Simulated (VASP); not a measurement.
# CO2 (Pa-3) in VASP: single point with PBE

Aim: the single point of CO2 with PBE.

Program: VASP 6.6.1. These are calculated values, not measurements. Logs are shortened: lines on timing, memory, paths and dates and some standing lists are left out, and cuts for length are marked.

### 1 The cell of the first run

It takes space group Pa-3 (No. 205, cubic). Conventional cell: a = 5.620 Å, b = 5.620 Å, c = 5.620 Å, α = 90.00°, β = 90.00°, γ = 90.00°. C (site symmetry -3) has 2 O at 1.17 Å within 1.6 Å. O (site symmetry 3) has 1 C at 1.17 Å within 1.6 Å.

### 2 Single point, PBE

The input, INCAR:

```
ALGO = Normal ; EDIFF = 1E-6
ENCUT = 520 ; GGA = PE
ISIF = 2 ; ISMEAR = -1
LASPH = T ; LCHARG = F
LREAL = F ; LWAVE = F
NBANDS = 44 ; NELM = 100
PREC = Accurate ; SIGMA = 0.02
```

The input, KPOINTS:

```
k-points
0
Gamma
  4 4 4
```

The input, POSCAR:

```
CO2
1.0
    5.6200000000      0.0000000000      0.0000000000
    0.0000000000      5.6200000000      0.0000000000
    0.0000000000      0.0000000000      5.6200000000
C O
4 8
Direct
    0.0000000000      0.0000000000      0.0000000000
    0.5000000000      0.0000000000      0.5000000000
    0.5000000000      0.5000000000      0.0000000000
    0.0000000000      0.5000000000      0.5000000000
    0.1200345206      0.1200345206      0.1200345206
    0.3799654794      0.8799654794      0.6200345206
    0.6200345206      0.3799654794      0.8799654794
    0.8799654794      0.6200345206      0.3799654794
    0.8799654794      0.8799654794      0.8799654794
    0.6200345206      0.1200345206      0.3799654794
    0.3799654794      0.6200345206      0.1200345206
    0.1200345206      0.3799654794      0.6200345206
```

Potentials or basis: VASP PAW PBE potentials, release 64 (C, O).

Command:

```
cat potpaw_PBE.64/C/POTCAR potpaw_PBE.64/O/POTCAR > POTCAR
mpirun -np 1 vasp_std > vasp.out
```

OUTCAR:

```text
EDIFF = 1E-6
   ENCUT = 520
   GGA = PE
   ISIF = 2
   ISMEAR = -1
   LASPH = T
   LREAL = F
   NELM = 100
   PREC = Accurate

 ion  position               nearest neighbor table
   1  0.000  0.000  0.000-   5 1.17   9 1.17
   2  0.500  0.000  0.500-   6 1.17  10 1.17
   3  0.500  0.500  0.000-   7 1.17  11 1.17
   4  0.000  0.500  0.500-   8 1.17  12 1.17
   5  0.120  0.120  0.120-   1 1.17
   6  0.380  0.880  0.620-   2 1.17
   7  0.620  0.380  0.880-   3 1.17
   8  0.880  0.620  0.380-   4 1.17
   9  0.880  0.880  0.880-   1 1.17
  10  0.620  0.120  0.380-   2 1.17
  11  0.380  0.620  0.120-   3 1.17
  12  0.120  0.380  0.620-   4 1.17

  LATTYP: Found a simple cubic cell.
 ALAT       =     5.6200000000

  Lattice vectors:

 A1 = (   5.6200000000,   0.0000000000,   0.0000000000)
 A2 = (   0.0000000000,   5.6200000000,   0.0000000000)
 A3 = (   0.0000000000,   0.0000000000,   5.6200000000)

Analysis of symmetry for initial positions (statically):
=====================================================================
 Subroutine PRICEL returns:
 Original cell was already a primitive cell.

 Routine SETGRP: Setting up the symmetry group for a
 simple cubic supercell.

 Subroutine GETGRP returns: Found 24 space group operations
 (whereof  6 operations were pure point group operations)
 out of a pool of 48 trial point group operations.

The static configuration has the point symmetry S_6 .
 The point group associated with its full space group is T_h .

Analysis of symmetry for dynamics (positions and initial velocities):
=====================================================================
 Subroutine PRICEL returns:
 Original cell was already a primitive cell.

 Routine SETGRP: Setting up the symmetry group for a
 simple cubic supercell.

 Subroutine GETGRP returns: Found 24 space group operations
 (whereof  6 operations were pure point group operations)
 out of a pool of 48 trial point group operations.

The dynamic configuration has the point symmetry S_6 .
 The point group associated with its full space group is T_h .

 Subroutine INISYM returns: Found 24 space group operations
 (whereof  6 operations are pure point group operations),
 and found     1 'primitive' translations

----------------------------------------------------------------------------------------

                                     Primitive cell

  volume of cell :     177.5043

  direct lattice vectors                    reciprocal lattice vectors
     5.620000000  0.000000000  0.000000000     0.177935943  0.000000000  0.000000000
     0.000000000  5.620000000  0.000000000     0.000000000  0.177935943  0.000000000
     0.000000000  0.000000000  5.620000000     0.000000000  0.000000000  0.177935943

  length of vectors
     5.620000000  5.620000000  5.620000000     0.177935943  0.177935943  0.177935943

  position of ions in fractional coordinates (direct lattice)
     0.000000000  0.000000000  0.000000000
     0.500000000  0.000000000  0.500000000
     0.500000000  0.500000000  0.000000000
     0.000000000  0.500000000  0.500000000
     0.120034521  0.120034521  0.120034521
     0.379965479  0.879965479  0.620034521
     0.620034521  0.379965479  0.879965479
     0.879965479  0.620034521  0.379965479
     0.879965479  0.879965479  0.879965479
     0.620034521  0.120034521  0.379965479
     0.379965479  0.620034521  0.120034521
     0.120034521  0.379965479  0.620034521

  ion indices of the primitive-cell ions
   primitive index   ion index
                 1           1
                 2           2
                 3           3
                 4           4
                 5           5
                 6           6
                 7           7
                 8           8
                 9           9
                10          10
                11          11
                12          12

----------------------------------------------------------------------------------------

 KPOINTS: k-points

Automatic generation of k-mesh.
 Grid dimensions read from file:
 generate k-points for:    4    4    4

 Generating k-lattice:

  Cartesian coordinates                     Fractional coordinates (reciprocal lattice)
     0.044483986  0.000000000  0.000000000     0.250000000  0.000000000  0.000000000
     0.000000000  0.044483986  0.000000000     0.000000000  0.250000000  0.000000000
     0.000000000  0.000000000  0.044483986     0.000000000  0.000000000  0.250000000

  Length of vectors
     0.044483986  0.044483986  0.044483986

  Shift w.r.t. Gamma in fractional coordinates (k-lattice)
     0.000000000  0.000000000  0.000000000

 Subroutine IBZKPT returns following result:
 ===========================================

 Found     11 irreducible k-points:

 Following reciprocal coordinates:
            Coordinates               Weight
  0.000000  0.000000  0.000000      1.000000
  0.250000  0.000000  0.000000      6.000000
  0.500000  0.000000  0.000000      3.000000
  0.250000  0.250000  0.000000     12.000000
  0.500000  0.250000  0.000000      6.000000
 -0.250000  0.500000  0.000000      6.000000
  0.500000  0.500000  0.000000      3.000000
  0.250000  0.250000  0.250000      8.000000
  0.500000  0.250000  0.250000     12.000000
  0.500000  0.500000  0.250000      6.000000
  0.500000  0.500000  0.500000      1.000000
   k-points           NKPTS =     11   k-points in BZ     NKDIM =     11   number of bands    NBANDS=     44
   number of dos      NEDOS =    301   number of ions     NIONS =     12
   total plane-waves  NPLWV =  74088
   dimension x,y,z NGX =    42 NGY =   42 NGZ =   42
   dimension x,y,z NGXF=    84 NGYF=   84 NGZF=   84
   ions per type =               4   8
   NGX,Y,Z   is equivalent  to a cutoff of  12.42, 12.42, 12.42 a.u.
   NGXF,Y,Z  is equivalent  to a cutoff of  24.85, 24.85, 24.85 a.u.
 SYSTEM =  unknown system
   PREC   = accura    normal or accurate (medium, high low for compatibility)
   ISTART =      0    job   : 0-new  1-cont  2-samecut
   ICHARG =      2    charge: 1-file 2-atom 10-const
   ISPIN  =      1    spin polarized calculation?
   LNONCOLLINEAR =      F non collinear calculations
   LSORBIT =      F    spin-orbit coupling
   LASPH  =      T    aspherical Exc in radial PAW
   ENCUT  =  520.0 eV  38.22 Ry    6.18 a.u.  10.45 10.45 10.45*2*pi/ulx,y,z
   NELM   =    100;   NELMIN=  2; NELMDL= -5     # of ELM steps
   EDIFF  = 0.1E-05   stopping-criterion for ELM
   LREAL  =      F    real-space projection
   EDIFFG = 0.1E-04   stopping-criterion for IOM
   NSW    =      0    number of steps for IOM
   IBRION =     -1    ionic relax: 0-MD 1-quasi-New 2-CG
   NFREE  =      0    steps in history (QN), initial steepest desc. (CG)
   ISIF   =      2    stress and relaxation
   ISYM   =      2    0-nonsym 1-usesym 2-fastsym
   POTIM  = 0.5000    time-step for ionic-motion
   TEBEG  =    0.0;   TEEND  =   0.0 temperature during run
   PSTRESS=    0.0 pullay stress
   NELECT =      64.0000    total number of electrons
   NUPDOWN=      -1.0000    fix difference up-down
   EMIN   =  10.00;   EMAX   =-10.00  energy-range for DOS
   EFERMI =   0.00;   METHOD = LEGACY
   ISMEAR =    -1;   SIGMA  =   0.02  broadening in eV -4-tet -1-fermi 0-gaus
   EFERMI_NEDOS =   21; number of points for ismear=-14 and -15
   IALGO  =     38    algorithm
   IMIX   =      4    mixing-type and parameters
     AMIX     =   0.40;   BMIX     =  1.00
     AMIX_MAG =   1.60;   BMIX_MAG =  1.00
  volume/ion in A,a.u.               =      14.79        99.82
  Fermi-wavevector in a.u.,A,eV,Ry     =   1.165195  2.201899 18.472341  1.357679
  Thomas-Fermi vector in A             =   2.301723
   LORBIT       =      0    0 simple, 1 ext, 2 COOP (PROOUT), +10 PAW based schemes
   GGA     = PE    functional components
[... 5 lines left out ...]
 non-spin polarized calculation
  energy-cutoff  :      520.00
  volume of cell :      177.50
 maximum number of plane-waves:      4801
 NGX is ok and might be reduce to    42
   NGX = 21   NGY = 21   NGZ = 21

 number of electron      63.9999950 magnetization

 Free energy of the ion-electron system (eV)
  ---------------------------------------------------
  ext. energy  EPLUGINS =         0.00000000
  ---------------------------------------------------
  free energy    TOTEN  =       -92.12837988 eV

  energy without entropy =      -92.12837988  energy(sigma->0) =      -92.12837988

 E-fermi :  -3.1830     XC(G=0):  -7.8450

 val. band max:       -3.6662078757   @ k =   0.0000   0.0000   0.0000
 cond. band min:       3.1036119604   @ k =   0.0000   0.0000   0.0000
 fundamental gap:      6.7698198361
 Fermi energy:        -3.1829974063

 k-point     1 :       0.0000    0.0000    0.0000
  band No.  band energies     occupation
      1     -24.2566      2.00000
      2     -24.0517      2.00000
      3     -24.0517      2.00000
      4     -24.0517      2.00000
      5     -23.1202      2.00000
      6     -23.1202      2.00000
[... 36 lines left out ...]
     43       7.1594      0.00000
     44       7.1594      0.00000

 k-point     2 :       0.2500    0.0000    0.0000
  band No.  band energies     occupation
      1     -24.2285      2.00000
      2     -24.0837      2.00000
      3     -24.0515      2.00000
      4     -24.0515      2.00000
      5     -23.1187      2.00000
      6     -23.1186      2.00000
[... 36 lines left out ...]
     43       7.4314      0.00000
     44       7.4406      0.00000

 k-point     3 :       0.5000    0.0000    0.0000
  band No.  band energies     occupation
      1     -24.1578      2.00000
      2     -24.1578      2.00000
      3     -24.0511      2.00000
      4     -24.0511      2.00000
      5     -23.1171      2.00000
      6     -23.1171      2.00000
[... 36 lines left out ...]
     43       7.7808      0.00000
     44       7.7808      0.00000

 k-point     4 :       0.2500    0.2500    0.0000
  band No.  band energies     occupation
      1     -24.2036      2.00000
      2     -24.0786      2.00000
      3     -24.0786      2.00000
      4     -24.0559      2.00000
      5     -23.1173      2.00000
      6     -23.1126      2.00000
[... 36 lines left out ...]
     43       6.5040      0.00000
     44       7.4617      0.00000

 k-point     5 :       0.5000    0.2500    0.0000
  band No.  band energies     occupation
      1     -24.1423      2.00000
      2     -24.1423      2.00000
      3     -24.0667      2.00000
      4     -24.0667      2.00000
      5     -23.1141      2.00000
      6     -23.1141      2.00000
[... 36 lines left out ...]
     43       7.1266      0.00000
     44       7.1266      0.00000

 k-point     6 :      -0.2500    0.5000    0.0000
  band No.  band energies     occupation
      1     -24.1422      2.00000
      2     -24.1422      2.00000
      3     -24.0668      2.00000
      4     -24.0668      2.00000
      5     -23.1139      2.00000
      6     -23.1139      2.00000
[... 36 lines left out ...]
     43       7.1265      0.00000
     44       7.1265      0.00000

 k-point     7 :       0.5000    0.5000    0.0000
  band No.  band energies     occupation
      1     -24.1045      2.00000
      2     -24.1045      2.00000
      3     -24.1045      2.00000
      4     -24.1045      2.00000
      5     -23.1061      2.00000
      6     -23.1061      2.00000
[... 36 lines left out ...]
     43       5.9806      0.00000
     44       5.9806      0.00000

 k-point     8 :       0.2500    0.2500    0.2500
  band No.  band energies     occupation
      1     -24.1825      2.00000
      2     -24.0784      2.00000
      3     -24.0778      2.00000
      4     -24.0778      2.00000
      5     -23.1136      2.00000
      6     -23.1136      2.00000
[... 36 lines left out ...]
     43       6.6472      0.00000
     44       6.6472      0.00000

 k-point     9 :       0.5000    0.2500    0.2500
  band No.  band energies     occupation
      1     -24.1307      2.00000
      2     -24.1307      2.00000
      3     -24.0772      2.00000
      4     -24.0772      2.00000
      5     -23.1124      2.00000
      6     -23.1124      2.00000
[... 36 lines left out ...]
     43       6.8129      0.00000
     44       6.8129      0.00000

 k-point    10 :       0.5000    0.5000    0.2500
  band No.  band energies     occupation
      1     -24.1034      2.00000
      2     -24.1034      2.00000
      3     -24.1034      2.00000
      4     -24.1034      2.00000
      5     -23.1073      2.00000
      6     -23.1073      2.00000
[... 36 lines left out ...]
     43       5.9882      0.00000
     44       5.9882      0.00000

 k-point    11 :       0.5000    0.5000    0.5000
  band No.  band energies     occupation
      1     -24.1024      2.00000
      2     -24.1024      2.00000
      3     -24.1024      2.00000
      4     -24.1024      2.00000
      5     -23.1084      2.00000
      6     -23.1084      2.00000
[... 36 lines left out ...]
     43       5.9811      0.00000
     44       5.9811      0.00000

------------------------ aborting loop because EDIFF is reached ----------------------------------------

  FORCE on cell =-STRESS in cart. coord.  units (eV):
  Direction    XX          YY          ZZ          XY          YZ          ZX
  --------------------------------------------------------------------------------------
  -------------------------------------------------------------------------------------
  Total        3.1369992      3.1369992      3.1369992      0.0000000      0.0000000      0.0000000
  in kB       28.3149659     28.3149659     28.3149659      0.0000000      0.0000000      0.0000000
  external PRESSURE =      28.3149659 kB  Pullay stress =       0.0000000 kB

 VOLUME and BASIS-vectors are now :
 -----------------------------------------------------------------------------
  energy-cutoff  :      520.00
  volume of cell :      177.50
      direct lattice vectors                 reciprocal lattice vectors
     5.620000000  0.000000000  0.000000000     0.177935943  0.000000000  0.000000000
     0.000000000  5.620000000  0.000000000     0.000000000  0.177935943  0.000000000
     0.000000000  0.000000000  5.620000000     0.000000000  0.000000000  0.177935943

 POSITION                                       TOTAL-FORCE (eV/Angst)
 -----------------------------------------------------------------------------------
      0.00000      0.00000      0.00000         0.000000      0.000000     -0.000000
      2.81000      0.00000      2.81000         0.000000      0.000000     -0.000000
      2.81000      2.81000      0.00000         0.000000      0.000000     -0.000000
      0.00000      2.81000      2.81000         0.000000      0.000000     -0.000000
      0.67459      0.67459      0.67459         0.365480      0.365480      0.365480
      2.13541      4.94541      3.48459        -0.365480     -0.365480      0.365480
      3.48459      2.13541      4.94541         0.365480     -0.365480     -0.365480
      4.94541      3.48459      2.13541        -0.365480      0.365480     -0.365480
      4.94541      4.94541      4.94541        -0.365480     -0.365480     -0.365480
      3.48459      0.67459      2.13541         0.365480      0.365480     -0.365480
      2.13541      3.48459      0.67459        -0.365480      0.365480      0.365480
      0.67459      2.13541      3.48459         0.365480     -0.365480      0.365480
 -----------------------------------------------------------------------------------
    total drift:                                0.000000      0.000000      0.000000

  FREE ENERGIE OF THE ION-ELECTRON SYSTEM (eV)
  ---------------------------------------------------
  free  energy   TOTEN  =       -92.1283798823 eV

  energy  without entropy=      -92.1283798823  energy(sigma->0) =      -92.12837988
```

It took 40 s on 1 thread of Intel Xeon Platinum 8559C (Emerald Rapids), shared host; peak memory 0.25 GiB.

What came out:

| Property | Result |
| --- | --- |
| Free energy | -92.1284 eV |
| Pressure | 2.8 GPa |
| Largest force | 0.633 eV/Å |
| Band gap on the k mesh | 6.77 eV, direct |

Forces on the atoms (eV/Å):
```
C    0.000  0.000  0.000
C    0.000  0.000  0.000
C    0.000  0.000  0.000
C    0.000  0.000  0.000
O    0.365  0.365  0.365
O   -0.365 -0.365  0.365
O    0.365 -0.365 -0.365
O   -0.365  0.365 -0.365
O   -0.365 -0.365 -0.365
O    0.365  0.365 -0.365
O   -0.365  0.365  0.365
O    0.365 -0.365  0.365
```

A k mesh can miss the band edges. PBE gaps usually lie below the measured ones, often by a third to a half.
